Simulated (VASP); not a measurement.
Runs of VASP 6.6.1 on Rb. The structure is that of space group Pm-3m (No. 221), or close to it. The cells are those of the table. 

```csv
task,cell,gap on the mesh (eV),pressure (GPa)
relaxation of cell and atoms,"relaxed to 15 GPa from a = 4.590 Å, 1 atom",none,15.1
single point,"a = 2.830 Å, 1 atom",none,30.8
single point,"a = 3.008 Å, 1 atom",none,15.4
relaxation of cell and atoms,"relaxed from a = 4.590 Å, 1 atom",none,0.0
single point,"a = 2.682 Å, 1 atom",none,(a)
single point,"a = 4.547 Å, 1 atom",none,0.0
```

Alike in all rows: level PBEsol; potentials or basis VASP PAW PBE potentials, release 64 (Rb_sv); no spin polarisation; k mesh 5 × 5 × 5; cutoff (eV) 500; smearing gaussian 0.1 eV.

**Question.** Estimate the missing entries.

**Answer.** (a) 46.7.

Caveats: some runs use coarse meshes; the PAW data sets were made with another functional, which shifts forces and pressure a little; the cell is relaxed towards a set pressure, so the enthalpy falls and the energy may rise (some runs).

A k mesh can miss the band edges, and the runs leave out spin-orbit coupling on Rb.

A gap of «none» marks levels without a gap at the run's occupations.
